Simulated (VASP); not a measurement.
# BeS (Fm-3m) in VASP: further runs, part 2 of 2

VASP 6.6.1. Earlier steps stand in the parts before.

### Step 3. Single point, PBE-based screened hybrid with 75 % exact exchange

Contents of POSCAR:

```
BeS
1.0
    0.0000000000      2.3172971969      2.3172971969
    2.3172971969      0.0000000000      2.3172971969
    2.3172971969      2.3172971969      0.0000000000
Be S
1 1
Direct
    0.0000000000      0.0000000000      0.0000000000
    0.5000000000      0.5000000000      0.5000000000
```

Contents of INCAR.step1:

```
PREC = Accurate
ENCUT = 520
EDIFF = 1E-5
ISMEAR = 0
SIGMA = 0.01
LREAL = False
LASPH = True
NELM = 80
ALGO = Normal
ISIF = 2
LWAVE = True
LCHARG = False
NBANDS = 11
GGA = PE
```

Contents of INCAR.step2:

```
PREC = Accurate
ENCUT = 520
EDIFF = 1E-6
ISMEAR = 0
SIGMA = 0.01
LREAL = False
LASPH = True
NELM = 80
ALGO = Normal
ISIF = 2
LWAVE = False
LCHARG = False
GGA = PE
LHFCALC = True
AEXX = 0.75
HFSCREEN = 0.5
PRECFOCK = Normal
NBANDS = 11
ISTART = 1
```

Contents of KPOINTS:

```
Automatic mesh
0
Gamma
  4 4 4
```

Potentials or basis: VASP PAW PBE potentials, release 64 (Be, S).

Started as:

```console
$ cat potpaw_PBE.64/Be/POTCAR potpaw_PBE.64/S/POTCAR > POTCAR
$ cp INCAR.step1 INCAR
$ mpirun -np 1 vasp_std > vasp.out
$ cp INCAR.step2 INCAR
$ mpirun -np 1 vasp_std > vasp.out
```

OUTCAR:

```text
PREC = Accurate
   ENCUT = 520
   EDIFF = 1E-6
   ISMEAR = 0
   LREAL = False
   LASPH = True
   NELM = 80
   ISIF = 2
   GGA = PE
   LHFCALC = True
   AEXX = 0.75
   HFSCREEN = 0.5
   PRECFOCK = Normal
   ISTART = 1

 ion  position               nearest neighbor table
   1  0.000  0.000  0.000-   2 2.32   2 2.32   2 2.32   2 2.32   2 2.32   2 2.32
   2  0.500  0.500  0.500-   1 2.32   1 2.32   1 2.32   1 2.32   1 2.32   1 2.32

  LATTYP: Found a face centered cubic cell.
 ALAT       =     4.6345943938

  Lattice vectors:

 A1 = (   0.0000000000,   2.3172971969,   2.3172971969)
 A2 = (   2.3172971969,   0.0000000000,   2.3172971969)
 A3 = (   2.3172971969,   2.3172971969,   0.0000000000)

Analysis of symmetry for initial positions (statically):
=====================================================================
 Subroutine PRICEL returns:
 Original cell was already a primitive cell.

 Routine SETGRP: Setting up the symmetry group for a
 face centered cubic supercell.

 Subroutine GETGRP returns: Found 48 space group operations
 (whereof 48 operations were pure point group operations)
 out of a pool of 48 trial point group operations.

The static configuration has the point symmetry O_h .

Analysis of symmetry for dynamics (positions and initial velocities):
=====================================================================
 Subroutine PRICEL returns:
 Original cell was already a primitive cell.

 Routine SETGRP: Setting up the symmetry group for a
 face centered cubic supercell.

 Subroutine GETGRP returns: Found 48 space group operations
 (whereof 48 operations were pure point group operations)
 out of a pool of 48 trial point group operations.

The dynamic configuration has the point symmetry O_h .

 Subroutine INISYM returns: Found 48 space group operations
 (whereof 48 operations are pure point group operations),
 and found     1 'primitive' translations

[... 108 lines left out ...]
   NKREDZ  =     1    reduce k-point grid by
   AEXX    =    0.7500 exact exchange contribution
   HFSCREEN=    0.5000 screening length (either q_TF or 0.3 A-1)
   HFSCREENC=   0.5000 screening length for correlation (either q_TF or 0.3 A-1)
   ENCUTFOCK=  -1.0 apply spherical cutoff to Coloumb kernel
   IVDW    =     0    specifies the selected vdW correction
   LEPSILON=     F    determine dielectric tensor
   LRPA    =     F    only Hartree local field effects (RPA)
 non-spin polarized calculation
 Gauss-broadening in eV      SIGMA  =   0.01
  energy-cutoff  :      520.00
  volume of cell :       24.89
 maximum number of plane-waves:       692
  NGX = 20; NGY = 20; NGZ = 20

 number of electron       7.9999998 magnetization

 Free energy of the ion-electron system (eV)
  ---------------------------------------------------
  ext. energy  EPLUGINS =         0.00000000
  ---------------------------------------------------
  free energy    TOTEN  =       -10.92172028 eV

  energy without entropy =      -10.92172028  energy(sigma->0) =      -10.92172028

 E-fermi :   5.5913     XC(G=0):  -6.3967

 val. band max:        5.5040478809   @ k =   0.0000   0.0000   0.0000
 cond. band min:       7.7918233477   @ k =   0.5000   0.5000   0.0000
 fundamental gap:      2.2877754669
 Fermi energy:         5.5912811139

 k-point     1 :       0.0000    0.0000    0.0000
  band No.  band energies     occupation
      1     -12.7014      2.00000
      2       5.5040      2.00000
      3       5.5040      2.00000
      4       5.5040      2.00000
      5      12.9833      0.00000
      6      16.3156      0.00000
      7      16.3156      0.00000
      8      16.3156      0.00000
      9      17.8053      0.00000
     10      17.8053      0.00000
     11      17.8053      0.00000
[... 85 lines left out ...]
 k-point     8 :      -0.2500    0.5000    0.2500
  band No.  band energies     occupation
      1      -8.6683      2.00000
      2      -0.4657      2.00000
      3      -0.4657      2.00000
      4       1.3042      2.00000
      5      12.1824      0.00000
      6      13.1315      0.00000
      7      16.9529      0.00000
      8      16.9529      0.00000
      9      21.8825      0.00000
     10      21.8825      0.00000
     11      27.0149      0.00000

------------------------ aborting loop because EDIFF is reached ----------------------------------------

  FORCE on cell =-STRESS in cart. coord.  units (eV):
  Direction    XX          YY          ZZ          XY          YZ          ZX
  --------------------------------------------------------------------------------------
  -------------------------------------------------------------------------------------
  Total       -0.3444954     -0.3444954     -0.3444954     -0.0000000      0.0000000      0.0000000
  in kB      -22.1778199    -22.1778199    -22.1778199     -0.0000000      0.0000000      0.0000000
  external PRESSURE =     -22.1778199 kB  Pullay stress =       0.0000000 kB

 VOLUME and BASIS-vectors are now :
 -----------------------------------------------------------------------------
  energy-cutoff  :      520.00
  volume of cell :       24.89
      direct lattice vectors                 reciprocal lattice vectors
     0.000000000  2.317297197  2.317297197    -0.215768612  0.215768612  0.215768612
     2.317297197  0.000000000  2.317297197     0.215768612 -0.215768612  0.215768612
     2.317297197  2.317297197  0.000000000     0.215768612  0.215768612 -0.215768612

 POSITION                                       TOTAL-FORCE (eV/Angst)
 -----------------------------------------------------------------------------------
      0.00000      0.00000      0.00000        -0.000000      0.000000      0.000000
      2.31730      2.31730      2.31730         0.000000      0.000000      0.000000
 -----------------------------------------------------------------------------------
    total drift:                                0.000000      0.000000      0.000000

  FREE ENERGIE OF THE ION-ELECTRON SYSTEM (eV)
  ---------------------------------------------------
  free  energy   TOTEN  =       -10.9217202819 eV

  energy  without entropy=      -10.9217202819  energy(sigma->0) =      -10.92172028
```

OSZICAR.step1:

```text
N       E                     dE             d eps       ncg     rms          rms(c)
DAV:   1     0.238106271834E+02    0.23811E+02   -0.44806E+03   176   0.677E+02
DAV:   2    -0.757178078568E+01   -0.31382E+02   -0.28729E+02   235   0.114E+02
DAV:   3    -0.883554908035E+01   -0.12638E+01   -0.12620E+01   220   0.238E+01
DAV:   4    -0.884101471346E+01   -0.54656E-02   -0.54633E-02   252   0.186E+00
DAV:   5    -0.884103647465E+01   -0.21761E-04   -0.21761E-04   241   0.975E-02    0.604E+00
DAV:   6    -0.874644399113E+01    0.94592E-01   -0.22386E-01   203   0.199E+00    0.413E+00
DAV:   7    -0.874444061490E+01    0.20034E-02   -0.76963E-02   205   0.134E+00    0.178E+00
DAV:   8    -0.874555373042E+01   -0.11131E-02   -0.66786E-03   194   0.419E-01    0.386E-01
DAV:   9    -0.874552975237E+01    0.23978E-04   -0.19147E-04   194   0.854E-02    0.954E-02
DAV:  10    -0.874553864260E+01   -0.88902E-05   -0.28618E-05   203   0.271E-02
   1 F= -.87455386E+01 E0= -.87455386E+01  d E =-.105670E-16
```

Wall time 2.8 min (1 thread of Intel Xeon 8259CL, shared host); peak memory 0.23 GiB.

Results:

```yaml
Free_energy: -10.9217 eV
Pressure: -2.2 GPa
Band_gap_on_the_k_mesh: 2.29 eV (least direct gap 5.67 eV)
```

Levels at points of the mesh, in eV from the valence-band top:
```tsv
k point	band 1	band 2	band 3	band 4	band 5	band 6	band 7	band 8
(0.00, 0.00, 0.00)	-18.21	0.00	0.00	0.00	7.48	10.81	10.81	10.81
(0.50, 0.00, 0.00)	-15.45	-8.18	-0.34	-0.34	5.73	5.73	5.96	12.78
(0.50, 0.50, 0.00)	-14.21	-7.58	-3.38	-3.38	2.29	5.83	14.83	14.83
```

Caveat: the k points lie up to 0.59 Å⁻¹ apart; the PAW data sets were made with another functional, which shifts forces and pressure a little.

### Step 4. Single point, PBE-based screened hybrid with 15 % exact exchange

POSCAR is that of step 3.

Contents of INCAR.step1:

```
PREC     = Accurate       # precision mode
ENCUT    = 520            # plane-wave cutoff, eV
EDIFF    = 1E-5           # SCF threshold, eV
ISMEAR   = 0              # smearing method
SIGMA    = 0.01           # smearing width, eV
LREAL    = F              # projectors in reciprocal space
LASPH    = T              # aspherical terms in the spheres
NELM     = 60             # most SCF steps
ALGO     = Normal         # electronic algorithm
ISIF     = 2              # what is computed and relaxed
LWAVE    = T              # write WAVECAR
LCHARG   = F              # write CHGCAR
NBANDS   = 11             # bands
GGA      = PE             # functional
```

Contents of INCAR.step2:

```
PREC     = Accurate       # precision mode
ENCUT    = 520            # plane-wave cutoff, eV
EDIFF    = 1E-6           # SCF threshold, eV
ISMEAR   = 0              # smearing method
SIGMA    = 0.01           # smearing width, eV
LREAL    = F              # projectors in reciprocal space
LASPH    = T              # aspherical terms in the spheres
NELM     = 60             # most SCF steps
ALGO     = Normal         # electronic algorithm
ISIF     = 2              # what is computed and relaxed
LWAVE    = F              # write WAVECAR
LCHARG   = F              # write CHGCAR
GGA      = PE             # functional
LHFCALC  = T              # exact exchange
AEXX     = 0.15           # exact-exchange fraction
HFSCREEN = 0.1            # screening, 1/A
PRECFOCK = Normal       
NBANDS   = 11             # bands
ISTART   = 1
```

Contents of KPOINTS:

```
regular mesh
0
Gamma
  4 4 4
```

Started as:

```console
$ cat potpaw_PBE.64/Be/POTCAR potpaw_PBE.64/S/POTCAR > POTCAR
$ cp INCAR.step1 INCAR
$ mpirun -np 1 vasp_std > vasp.out
$ cp INCAR.step2 INCAR
$ mpirun -np 1 vasp_std > vasp.out
```

Run time: 2.4 min. Hardware: 1 thread of Intel Xeon 8259CL, shared host; peak memory 0.24 GiB.

It converged, with:

- Free energy: -9.7232 eV
- Pressure: -0.2 GPa
- Band gap on the k mesh: 1.95 eV (least direct gap 5.00 eV)

Levels at points of the mesh, in eV from the valence-band top:
```csv
k point,band 2,band 3,band 4,band 5,band 6,band 7
"(0.00, 0.00, 0.00)",0.00,0.00,0.00,6.52,10.03,10.03
"(0.50, 0.00, 0.00)",-7.37,-0.21,-0.21,5.05,5.05,5.27
"(0.50, 0.50, 0.00)",-6.87,-3.05,-3.05,1.95,5.38,13.27
```

Caveat: the k points lie up to 0.59 Å⁻¹ apart; the PAW data sets were made with another functional, which shifts forces and pressure a little. A k mesh can miss the band edges.

### Step 5. Overview

| level | share of exact exchange | screening parameter | gap on the mesh (eV) | pressure (GPa) |
| --- | --- | --- | --- | --- |
| PBE-based screened hybrid with 20 % exact exchange | 0.2 | 0.5 1/Å | 1.50 | 0.1 |
| PBE-based screened hybrid with 75 % exact exchange | 0.75 | 0.5 1/Å | 2.29 | -2.2 |
| PBE-based screened hybrid with 15 % exact exchange | 0.15 | 0.1 1/Å | 1.95 | -0.2 |

Alike in all rows: task single point; potentials or basis VASP PAW PBE potentials, release 64 (Be, S); no spin polarisation; cell as given; k mesh 4 × 4 × 4; cutoff (eV) 520; smearing gaussian 0.01 eV.

Caveats: all runs use coarse meshes; the PAW data sets were made with another functional, which shifts forces and pressure a little.

Absolute energies hang on the potentials; compare differences alone.
